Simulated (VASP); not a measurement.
# Na3TlCl4 (I4/mmm) in VASP: a series of runs

Runs on Na3TlCl4. Level: PBE. Tasks: single point.

Everything below comes from runs of VASP 6.6.1. Logs are shortened: lines on timing, memory, paths and dates and some standing lists are left out, and cuts for length are marked.

## 1. The cell of the first run

The structure is tetragonal, space group I4/mmm (No. 139). Conventional cell: a = 6.051 Å, b = 6.051 Å, c = 11.782 Å, α = 90.00°, β = 90.00°, γ = 90.00°. Within 3.6 Å of Na (site symmetry 4/mmm) lie 6 Cl at 2.72 to 3.03 Å. Within 3.9 Å of Na (site symmetry -4m2) lie 6 Cl at 2.95 to 3.03 Å. Within 4.0 Å of Tl (site symmetry 4/mmm) lie 6 Cl at 3.03 to 3.17 Å. Cl (site symmetry 4mm) has 5 Na at 2.72 to 3.03 Å and 1 Tl at 3.17 Å within 3.6 Å. Within 3.9 Å of Cl (site symmetry mmm) lie 4 Na at 2.95 to 3.03 Å and 2 Tl at 3.03 Å.

## 2. Single point, PBE

Contents of INCAR:

```
SYSTEM = Na3TlCl4
ALGO = Normal
EDIFF = 1E-7
ENCUT = 520
GGA = PE
ISIF = 2
ISMEAR = 0
LASPH = .TRUE.
LCHARG = .FALSE.
LREAL = .FALSE.
LWAVE = .FALSE.
NBANDS = 41
NELM = 60
PREC = Accurate
SIGMA = 0.1
```

Contents of KPOINTS:

```
k-points
0
G
  4 4 4
  0 0 0
```

Contents of POSCAR:

```
Na3TlCl4
1.0
   -3.0253192000      3.0253192000      5.8910480000
    3.0253192000     -3.0253192000      5.8910480000
    3.0253192000      3.0253192000     -5.8910480000
Na Tl Cl
3 1 4
Direct
    0.0000000000      0.0000000000      0.0000000000
    0.2500000000      0.7500000000      0.5000000000
    0.7500000000      0.2500000000      0.5000000000
    0.5000000000      0.5000000000      0.0000000000
    0.7688200000      0.7688200000      0.0000000000
    0.2311800000      0.2311800000      0.0000000000
    0.0000000000      0.5000000000      0.5000000000
    0.5000000000      0.0000000000      0.5000000000
```

Potentials or basis: VASP PAW PBE potentials, release 64 (Na_pv, Tl_d, Cl).

Launch:

```sh
> cat potpaw_PBE.64/Na_pv/POTCAR potpaw_PBE.64/Tl_d/POTCAR potpaw_PBE.64/Cl/POTCAR > POTCAR
> mpirun -np 1 vasp_std > vasp.out
```

OUTCAR:

```text
SYSTEM = Na3TlCl4
   EDIFF = 1E-7
   ENCUT = 520
   GGA = PE
   ISIF = 2
   ISMEAR = 0
   LASPH = .TRUE.
   LREAL = .FALSE.
   NELM = 60
   PREC = Accurate

 ion  position               nearest neighbor table
   1  0.000  0.000  0.000-   5 2.72   6 2.72
   2  0.250  0.750  0.500-
   3  0.750  0.250  0.500-
   4  0.500  0.500  0.000-   7 3.03   8 3.03   8 3.03   7 3.03   5 3.17   6 3.17
   5  0.769  0.769  0.000-   1 2.72   4 3.17
   6  0.231  0.231  0.000-   1 2.72   4 3.17
   7  0.000  0.500  0.500-   4 3.03   4 3.03
   8  0.500  0.000  0.500-   4 3.03   4 3.03

  LATTYP: Found a body centered tetragonal cell.
 ALAT       =     6.0506384000
 C/A-ratio  =     1.9472484094

  Lattice vectors:

 A1 = (  -3.0253192000,   3.0253192000,   5.8910480000)
 A2 = (   3.0253192000,  -3.0253192000,   5.8910480000)
 A3 = (   3.0253192000,   3.0253192000,  -5.8910480000)

Analysis of symmetry for initial positions (statically):
=====================================================================
 Subroutine PRICEL returns:
 Original cell was already a primitive cell.

 Routine SETGRP: Setting up the symmetry group for a
 body centered tetragonal supercell.

 Subroutine GETGRP returns: Found 16 space group operations
 (whereof 16 operations were pure point group operations)
 out of a pool of 16 trial point group operations.

The static configuration has the point symmetry D_4h.

Analysis of symmetry for dynamics (positions and initial velocities):
=====================================================================
 Subroutine PRICEL returns:
 Original cell was already a primitive cell.

 Routine SETGRP: Setting up the symmetry group for a
 body centered tetragonal supercell.

 Subroutine GETGRP returns: Found 16 space group operations
 (whereof 16 operations were pure point group operations)
 out of a pool of 16 trial point group operations.

The dynamic configuration has the point symmetry D_4h.

 Subroutine INISYM returns: Found 16 space group operations
 (whereof 16 operations are pure point group operations),
 and found     1 'primitive' translations

----------------------------------------------------------------------------------------

                                     Primitive cell

  volume of cell :     215.6726

  direct lattice vectors                    reciprocal lattice vectors
    -3.025319200  3.025319200  5.891048000     0.000000000  0.165271817  0.084874542
     3.025319200 -3.025319200  5.891048000     0.165271817  0.000000000  0.084874542
     3.025319200  3.025319200 -5.891048000     0.165271817  0.165271817  0.000000000

  length of vectors
     7.280766379  7.280766379  7.280766379     0.185791445  0.185791445  0.233729645

  position of ions in fractional coordinates (direct lattice)
     0.000000000  0.000000000  0.000000000
     0.250000000  0.750000000  0.500000000
     0.750000000  0.250000000  0.500000000
     0.500000000  0.500000000  0.000000000
     0.768820000  0.768820000  0.000000000
     0.231180000  0.231180000  0.000000000
     0.000000000  0.500000000  0.500000000
     0.500000000  0.000000000  0.500000000

  ion indices of the primitive-cell ions
   primitive index   ion index
                 1           1
                 2           2
                 3           3
                 4           4
                 5           5
                 6           6
                 7           7
                 8           8

----------------------------------------------------------------------------------------

 KPOINTS: k-points

Automatic generation of k-mesh.
 Grid dimensions read from file:
 generate k-points for:    4    4    4

 Generating k-lattice:

  Cartesian coordinates                     Fractional coordinates (reciprocal lattice)
     0.000000000  0.041317954  0.021218635     0.250000000  0.000000000  0.000000000
     0.041317954  0.000000000  0.021218635     0.000000000  0.250000000  0.000000000
     0.041317954  0.041317954  0.000000000     0.000000000  0.000000000  0.250000000

  Length of vectors
     0.046447861  0.046447861  0.058432411

  Shift w.r.t. Gamma in fractional coordinates (k-lattice)
     0.000000000  0.000000000  0.000000000

 Subroutine IBZKPT returns following result:
 ===========================================

 Found     13 irreducible k-points:

 Following reciprocal coordinates:
            Coordinates               Weight
  0.000000  0.000000  0.000000      1.000000
  0.250000 -0.000000  0.000000      8.000000
  0.500000 -0.000000  0.000000      4.000000
  0.250000  0.250000  0.000000      8.000000
  0.500000  0.250000  0.000000     16.000000
 -0.250000  0.250000  0.000000      4.000000
  0.500000  0.500000  0.000000      2.000000
  0.250000  0.250000  0.250000      2.000000
 -0.250000  0.250000  0.250000      4.000000
  0.500000  0.500000  0.250000      4.000000
 -0.250000  0.500000  0.250000      8.000000
 -0.250000 -0.250000  0.250000      2.000000
[... 33 lines left out ...]
   EFERMI =   0.00;   METHOD = LEGACY
   ISMEAR =     0;   SIGMA  =   0.10  broadening in eV -4-tet -1-fermi 0-gaus
   EFERMI_NEDOS =   21; number of points for ismear=-14 and -15
   IALGO  =     38    algorithm
   IMIX   =      4    mixing-type and parameters
     AMIX     =   0.40;   BMIX     =  1.00
     AMIX_MAG =   1.60;   BMIX_MAG =  1.00
  volume/ion in A,a.u.               =      26.96       181.93
  Fermi-wavevector in a.u.,A,eV,Ry     =   1.080456  2.041766 15.883239  1.167385
  Thomas-Fermi vector in A             =   2.216447
   LORBIT       =      0    0 simple, 1 ext, 2 COOP (PROOUT), +10 PAW based schemes
   GGA     = PE    functional components
   LHFCALC =     F    Hartree Fock is set to
   AEXX    =    0.0000 exact exchange contribution
   IVDW    =     0    specifies the selected vdW correction
   LEPSILON=     F    determine dielectric tensor
   LRPA    =     F    only Hartree local field effects (RPA)
 non-spin polarized calculation
 Gauss-broadening in eV      SIGMA  =   0.10
  energy-cutoff  :      520.00
  volume of cell :      215.67
 maximum number of plane-waves:      5861
   NGX = 27   NGY = 27   NGZ = 27

 number of electron      61.9999997 magnetization

 Free energy of the ion-electron system (eV)
  ---------------------------------------------------
  ext. energy  EPLUGINS =         0.00000000
  ---------------------------------------------------
  free energy    TOTEN  =       -26.06739595 eV

  energy without entropy =      -26.06739595  energy(sigma->0) =      -26.06739595

 E-fermi :   1.7209     XC(G=0):  -7.8588

 val. band max:        1.1906237101   @ k =   0.5000   0.5000   0.0000
 cond. band min:       4.3754942051   @ k =   0.0000   0.0000   0.0000
 fundamental gap:      3.1848704950
 Fermi energy:         1.7208855216

 k-point     1 :       0.0000    0.0000    0.0000
  band No.  band energies     occupation
      1     -22.1759      2.00000
      2     -22.1759      2.00000
      3     -22.1721      2.00000
      4     -22.1721      2.00000
      5     -22.1677      2.00000
      6     -22.1676      2.00000
[... 33 lines left out ...]
     40       8.2541      0.00000
     41       9.5553      0.00000

 k-point     2 :       0.2500   -0.0000    0.0000
  band No.  band energies     occupation
      1     -22.1756      2.00000
      2     -22.1753      2.00000
      3     -22.1729      2.00000
      4     -22.1726      2.00000
      5     -22.1677      2.00000
      6     -22.1676      2.00000
[... 33 lines left out ...]
     40       8.1404      0.00000
     41       9.0974      0.00000

 k-point     3 :       0.5000   -0.0000    0.0000
  band No.  band energies     occupation
      1     -22.1746      2.00000
      2     -22.1745      2.00000
      3     -22.1740      2.00000
      4     -22.1740      2.00000
      5     -22.1677      2.00000
      6     -22.1676      2.00000
[... 391 lines left out ...]
      2     -22.1759      2.00000
      3     -22.1720      2.00000
      4     -22.1720      2.00000
      5     -22.1680      2.00000
      6     -22.1673      2.00000
[... 33 lines left out ...]
     40       7.9276      0.00000
     41       9.3210      0.00000

 k-point    13 :       0.5000    0.5000    0.5000
  band No.  band energies     occupation
      1     -22.1759      2.00000
      2     -22.1759      2.00000
      3     -22.1720      2.00000
      4     -22.1720      2.00000
      5     -22.1685      2.00000
      6     -22.1668      2.00000
[... 33 lines left out ...]
     40       8.1334      0.00000
     41       8.2735      0.00000

------------------------ aborting loop because EDIFF is reached ----------------------------------------

  FORCE on cell =-STRESS in cart. coord.  units (eV):
  Direction    XX          YY          ZZ          XY          YZ          ZX
  --------------------------------------------------------------------------------------
  -------------------------------------------------------------------------------------
  Total       -0.0909168     -0.0909168     -0.0609058      0.0000000      0.0000000      0.0000000
  in kB       -0.6753976     -0.6753976     -0.4524541      0.0000000      0.0000000      0.0000000
  external PRESSURE =      -0.6010831 kB  Pullay stress =       0.0000000 kB

 VOLUME and BASIS-vectors are now :
 -----------------------------------------------------------------------------
  energy-cutoff  :      520.00
  volume of cell :      215.67
      direct lattice vectors                 reciprocal lattice vectors
    -3.025319200  3.025319200  5.891048000     0.000000000  0.165271817  0.084874542
     3.025319200 -3.025319200  5.891048000     0.165271817  0.000000000  0.084874542
     3.025319200  3.025319200 -5.891048000     0.165271817  0.165271817  0.000000000

 POSITION                                       TOTAL-FORCE (eV/Angst)
 -----------------------------------------------------------------------------------
      0.00000      0.00000      0.00000        -0.000000      0.000000      0.000000
      3.02532      0.00000      2.94552         0.000000     -0.000000     -0.000000
      0.00000      3.02532      2.94552        -0.000000      0.000000      0.000000
      0.00000      0.00000      5.89105        -0.000000      0.000000      0.000000
      0.00000      0.00000      9.05831         0.000000      0.000000     -0.000070
      0.00000      0.00000      2.72378        -0.000000     -0.000000      0.000070
      3.02532      0.00000      0.00000        -0.000000      0.000000      0.000000
      0.00000      3.02532      0.00000        -0.000000      0.000000      0.000000
 -----------------------------------------------------------------------------------
    total drift:                                0.000000     -0.000000      0.000000

  FREE ENERGIE OF THE ION-ELECTRON SYSTEM (eV)
  ---------------------------------------------------
  free  energy   TOTEN  =       -26.0673959501 eV

  energy  without entropy=      -26.0673959501  energy(sigma->0) =      -26.06739595
```

Run time: 2.1 min. Hardware: 1 thread of Intel Xeon Platinum 8488C (Sapphire Rapids), shared host; peak memory 0.44 GiB.

Results:

| Property | Result |
| --- | --- |
| Free energy | -26.0674 eV |
| Pressure | -0.1 GPa |
| Band gap on the k mesh | 3.18 eV (least direct gap 3.25 eV) |

Caveat: spin-orbit coupling is left out, which moves the levels of the heavy elements. A k mesh can miss the band edges.

## 3. Single point, PBE

This run uses another cell than the first one, of the same volume but with other edges.

Contents of INCAR:

```
ALGO = Normal ; EDIFF = 1E-6
ENCUT = 520 ; GGA = PE
ISIF = 2 ; ISMEAR = 0
LASPH = True ; LCHARG = False
LREAL = False ; LWAVE = False
NBANDS = 41 ; NELM = 100
PREC = Accurate ; SIGMA = 0.1
```

Contents of KPOINTS:

```
k-points
0
Gamma
  4 4 4
```

Contents of POSCAR:

```
Na3TlCl4
1.0
    6.0506384000      0.0000000000      0.0000000000
    0.0000000000      6.0506384000      0.0000000000
   -3.0253192000     -3.0253192000      5.8910480000
Na Tl Cl
3 1 4
Direct
    0.0000000000      0.0000000000      0.0000000000
    0.7500000000      0.2500000000      0.5000000000
    0.2500000000      0.7500000000      0.5000000000
    0.5000000000      0.5000000000      1.0000000000
    0.7688200000      0.7688200000      0.5376400000
    0.2311800000      0.2311800000      0.4623600000
    0.5000000000      0.0000000000      0.0000000000
    0.0000000000      0.5000000000      0.0000000000
```

Potentials or basis: VASP PAW PBE potentials, release 64 (Na_pv, Tl_d, Cl).

Launch:

```sh
> cat potpaw_PBE.64/Na_pv/POTCAR potpaw_PBE.64/Tl_d/POTCAR potpaw_PBE.64/Cl/POTCAR > POTCAR
> mpirun -np 1 vasp_std > vasp.out
```

Run time: 89 s. Hardware: 1 thread of Intel Xeon Platinum 8488C (Sapphire Rapids), shared host; peak memory 0.39 GiB.

The run converged. Its results:

```yaml
Free_energy: -26.0673 eV
Pressure: -0.1 GPa
Band_gap_on_the_k_mesh: 3.18 eV (least direct gap 3.25 eV)
```

Levels at points of the mesh, in eV from the valence-band top:
```csv
k point,band 27,band 28,band 29,band 30,band 31,band 32,band 33,band 34,band 35,band 36
"(0.00, 0.00, 0.00)",-2.67,-2.16,-2.09,-2.09,-2.04,3.18,4.83,5.65,5.80,5.80
"(0.50, 0.00, 0.00)",-2.41,-2.30,-2.30,-2.24,-0.74,3.56,4.14,5.16,5.45,5.78
"(0.50, 0.50, 0.00)",-2.25,-2.24,-2.18,-2.11,0.00,3.25,3.59,3.59,5.79,6.10
"(0.00, 0.00, 0.50)",-2.34,-2.34,-2.34,-2.34,-2.01,3.75,4.87,4.91,5.65,6.17
```

Caveat: spin-orbit coupling is left out, which moves the levels of the heavy elements.

## 4. Single point, PBE

Contents of INCAR:

```
SYSTEM = Na3TlCl4
  ALGO = Normal
  EDIFF = 1E-7
  ENCUT = 520
  GGA = PE
  ISIF = 2
  ISMEAR = 0
  LASPH = .TRUE.
  LCHARG = .TRUE.
  LELF = .TRUE.
  LREAL = .FALSE.
  LVHAR = .TRUE.
  LWAVE = .FALSE.
  NBANDS = 41
  NELM = 60
  PREC = Accurate
  SIGMA = 0.02
```

Contents of KPOINTS:

```
k-points
0
G
  6 6 6
  0 0 0
```

Contents of POSCAR:

```
Na3TlCl4
1.0
   -3.0253192000      3.0253192000      5.8910480000
    3.0253192000     -3.0253192000      5.8910480000
    3.0253192000      3.0253192000     -5.8910480000
Na Tl Cl
3 1 4
Direct
    0.0000000000      0.0000000000      0.0000000000
    0.2500000000      0.7500000000      0.5000000000
    0.7500000000      0.2500000000      0.5000000000
    0.5000000000      0.5000000000      0.0000000000
    0.7688200000      0.7688200000      0.0000000000
    0.2311800000      0.2311800000      0.0000000000
    0.0000000000      0.5000000000      0.5000000000
    0.5000000000      0.0000000000      0.5000000000
```

Launch:

```sh
> cat potpaw_PBE.64/Na_pv/POTCAR potpaw_PBE.64/Tl_d/POTCAR potpaw_PBE.64/Cl/POTCAR > POTCAR
> mpirun -np 1 vasp_std > vasp.out
```

Run time: 5.3 min. Hardware: 1 thread of Intel Xeon Platinum 8488C (Sapphire Rapids), shared host; peak memory 0.53 GiB.

It converged, with:

* Free energy: -26.0707 eV
* Pressure: -0.1 GPa
* Band gap on the k mesh: 3.19 eV (least direct gap 3.25 eV)

Levels at points of the mesh, in eV from the valence-band top:
| k point | band 29 | band 30 | band 31 | band 32 | band 33 | band 34 |
| --- | --- | --- | --- | --- | --- | --- |
| (0.00, 0.00, 0.00) | -2.09 | -2.09 | -2.04 | 3.19 | 4.84 | 5.65 |
| (0.50, 0.00, 0.00) | -2.30 | -2.24 | -0.74 | 3.56 | 4.14 | 5.16 |
| (0.50, 0.50, 0.00) | -2.18 | -2.11 | 0.00 | 3.25 | 3.59 | 3.59 |
| (0.50, 0.50, 0.50) | -2.34 | -2.34 | -2.01 | 3.75 | 4.87 | 4.91 |

Caveat: spin-orbit coupling is left out, which moves the levels of the heavy elements.

## 5. Single point, PBE

Contents of INCAR:

```
SYSTEM = Na3TlCl4
PREC     = Accurate       ! precision mode
ENCUT    = 520            ! plane-wave cutoff, eV
EDIFF    = 1E-6           ! SCF threshold, eV
ISMEAR   = 0              ! smearing method
SIGMA    = 0.01           ! smearing width, eV
LREAL    = .False.        ! projectors in reciprocal space
LASPH    = .True.         ! aspherical terms in the spheres
NELM     = 80             ! most SCF steps
ALGO     = Normal         ! electronic algorithm
ISIF     = 2              ! what is computed and relaxed
LWAVE    = .False.        ! write WAVECAR
LCHARG   = .True.         ! write CHGCAR
GGA      = PE             ! functional
LELF     = .True.         ! ELF
LVHAR    = .True.       
NBANDS   = 41             ! bands
```

Contents of KPOINTS:

```
regular mesh
0
Gamma
  6 6 6
  0 0 0
```

Contents of POSCAR:

```
Na3TlCl4
1.0
   -3.0228230837      3.0228230837      5.8923950914
    3.0228230837     -3.0228230837      5.8923950914
    3.0228230837      3.0228230837     -5.8923950914
Na Tl Cl
3 1 4
Direct
    0.0000000000      0.0000000000      0.0000000000
    0.2500000000      0.7500000000      0.5000000000
    0.7500000000      0.2500000000      0.5000000000
    0.5000000000      0.5000000000      0.0000000000
    0.7689088247      0.7689088247      0.0000000000
    0.2310911753      0.2310911753      0.0000000000
    0.0000000000      0.5000000000      0.5000000000
    0.5000000000      0.0000000000      0.5000000000
```

Launch:

```sh
> cat potpaw_PBE.64/Na_pv/POTCAR potpaw_PBE.64/Tl_d/POTCAR potpaw_PBE.64/Cl/POTCAR > POTCAR
> mpirun -np 1 vasp_std > vasp.out
```

Wall time 4.5 min (1 thread of Intel Xeon Platinum 8488C (Sapphire Rapids), shared host); peak memory 0.54 GiB.

Results (log left out):

```yaml
Free_energy: -26.0707 eV
Pressure: 0.0 GPa
Band_gap_on_the_k_mesh: 3.18 eV (least direct gap 3.25 eV)
```

Forces on the atoms (eV/Å):
```
Na   0.000  0.000  0.000
Na   0.000  0.000  0.000
Na   0.000  0.000  0.000
Tl   0.000  0.000  0.000
Cl   0.000  0.000 -0.003
Cl   0.000  0.000  0.003
Cl   0.000  0.000  0.000
Cl   0.000  0.000  0.000
```

Levels at points of the mesh, in eV from the valence-band top:
| k point | band 29 | band 30 | band 31 | band 32 | band 33 | band 34 |
| --- | --- | --- | --- | --- | --- | --- |
| (0.00, 0.00, 0.00) | -2.10 | -2.10 | -2.06 | 3.18 | 4.82 | 5.65 |
| (0.50, 0.00, 0.00) | -2.31 | -2.25 | -0.75 | 3.55 | 4.13 | 5.16 |
| (0.50, 0.50, 0.00) | -2.19 | -2.12 | 0.00 | 3.25 | 3.57 | 3.58 |
| (0.50, 0.50, 0.50) | -2.35 | -2.35 | -2.02 | 3.75 | 4.86 | 4.90 |

Caveat: spin-orbit coupling is left out, which moves the levels of the heavy elements.

## 6. The runs side by side

```csv
cell,k mesh,smearing,gap on the mesh (eV),pressure (GPa)
"a = 7.281 Å, angles 130.9, 130.9, 72.0°, 8 atoms",4 × 4 × 4,gaussian 0.1 eV,3.18,-0.1
"a = 6.051, b = 6.051, c = 7.281 Å, angles 114.6, 114.6, 90.0°, 8 atoms",4 × 4 × 4,gaussian 0.1 eV,3.18,-0.1
"a = 7.281 Å, angles 130.9, 130.9, 72.0°, 8 atoms",6 × 6 × 6,gaussian 0.02 eV,3.19,-0.1
"a = 7.280 Å, angles 130.9, 130.9, 71.9°, 8 atoms",6 × 6 × 6,gaussian 0.01 eV,3.18,0.0
```

Alike in all rows: task single point; level PBE; potentials or basis VASP PAW PBE potentials, release 64 (Na_pv, Tl_d, Cl); no spin polarisation; cutoff (eV) 520.

Caveats: spin-orbit coupling is left out, which moves the levels of the heavy elements.

Total energies depend on the potentials used, so only differences within one code and one set of settings carry meaning.
